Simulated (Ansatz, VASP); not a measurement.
Two plane-wave programs on TiTl

Contents of INCAR:

```
SYSTEM = TiTl
PREC = Accurate ; ENCUT = 520
EDIFF = 1E-6 ; ISMEAR = 0
SIGMA = 0.1 ; LREAL = .FALSE.
LASPH = .TRUE. ; NELM = 150
ALGO = Fast ; ISIF = 2
LWAVE = .FALSE. ; LCHARG = .FALSE.
ISPIN = 2 ; MAGMOM = 1 0
LORBIT = 11 ; LMAXMIX = 4
GGA = PE ; NBANDS = 24
```

KPOINTS

```
regular mesh
0
G
  6 6 4
  0 0 0
```

POSCAR

```
TiTl
1.0
    3.1787620455      0.0000000000      0.0000000000
   -1.5893810227      2.7528886840      0.0000000000
    0.0000000000      0.0000000000      4.8298850257
Ti Tl
1 1
Direct
    0.3333333333      0.6666666667      0.5000000000
    0.0000000000      0.0000000000      0.0000000000
```

Input for Ansatz:

```yaml
crystal:
  lattice:
    - [3.1787620455, 0.0, 0.0]
    - [-1.5893810227, 2.752888684, 0.0]
    - [0.0, 0.0, 4.8298850257]
  atoms:
    - { symbol: Ti, position: [0.3333333333, 0.6666666667, 0.5], spin: 1.0 }
    - { symbol: Tl, position: [0.0, 0.0, 0.0] }
basis:
  ecutwfc: 420
kpoints:
  mp_grid: { grid: [6, 6, 4] }
hamiltonian:
  xc: pbe
scf:
  occupations: { method: gaussian, width: 0.1 }
  lower_state_search: "off"
output:
  forces: true
  stress: true
  eigenvalues: true
  populations: true
magnetization:
  spin_polarized: true
```

Alike in both runs: task single point; functional PBE; k mesh 6 × 6 × 4; occupations gaussian, width 0.1 eV; collinear spin.

```csv
,VASP,Ansatz
version,VASP 6.6.1,Ansatz 0.2.0
potentials or method,"VASP PAW PBE potentials, release 64 (Ti_sv, Tl_d), cutoff 520 eV","scalar-relativistic, plane waves, PAW"
valence electrons in the cell,25,25
```

|  | VASP | Ansatz | Ansatz less VASP |
| --- | --- | --- | --- |
| gap on the k mesh at the Fermi level (eV) | none | none | - |
| pressure (GPa) | 0.0 | 0.1 | +0.06 |
| traceless stress, the component that is largest in VASP (GPa) | -0.24 | -0.24 | +0.006 |
| net moment per atom (μB) | 0.29 | 0.29 | 0.000 |
| size of the moment on the site where the two differ most (μB) | 0.39 | 0.43 | +0.041 |

Site moments also hang on the region over which each program counts them. A gap of «none» marks a metal or a gap that the smearing closes. With one functional, cell and mesh, what is left measures potentials, basis and numerics.

The k mesh is coarse, so the values compare programs but aren't converged. Neither program's run includes spin-orbit coupling.
